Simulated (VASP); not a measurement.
Here is a VASP 6.6.1 calculation.

INCAR

```
PREC = Accurate ; ENCUT = 520
EDIFF = 1E-6 ; ISMEAR = -1
SIGMA = 0.05 ; LREAL = F
LASPH = T ; NELM = 100
ALGO = Normal ; ISIF = 2
LWAVE = F ; LCHARG = F
NBANDS = 55
```

The input KPOINTS:

```
Automatic mesh
0
Gamma
  7 7 7
```

Contents of POSCAR:

```
Ga2O3
1.0
    2.4912496600      1.4383236600      4.4776700000
   -2.4912496600      1.4383236600      4.4776700000
    0.0000000000     -2.8766473200      4.4776700000
Ga O
4 6
Direct
    0.3275383300      0.3730255000      0.4339260900
    0.1226850000      0.1996506100      0.1309869800
    0.6575711600      0.6681613400      0.6067828300
    0.8117986800      0.8606050300      0.8644208700
    0.5719675800      0.9374977000      0.2597667500
    0.2931015800      0.5446146900      0.8991745800
    0.9691647800      0.1972850700      0.5753189600
    0.4882741500      0.0028275800      0.7620414600
    0.7493726300      0.4250905300      0.0293894900
    0.0085261100      0.7912419500      0.4381919900
```

Potentials or basis: VASP PAW LDA potentials, release 64 (Ga_d, O).

The run is started by

```bash
$ cat potpaw_LDA.64/Ga_d/POTCAR potpaw_LDA.64/O/POTCAR > POTCAR
$ mpirun -np 1 vasp_std > vasp.out
```

Question: Estimate the pressure.

Answer: 7.9 GPa.

Question: Estimate the largest force.

Answer: 6.419 eV/Å.

Forces on the atoms (eV/Å):
```
Ga   0.871  1.963 -1.674
Ga   1.715 -1.211  1.068
Ga   2.053 -3.605 -1.196
Ga   3.308 -0.079  4.182
O   -1.630  2.612 -2.864
O   -1.465 -1.994 -1.732
O   -1.811  2.713  1.545
O   -6.178 -0.573 -1.646
O   -0.331 -1.050  1.843
O    3.469  1.224  0.472
```

Caveat: the cell stands under pressure; forces of over 1 eV/Å act on the atoms, so gaps and moduli don't describe the material at rest.
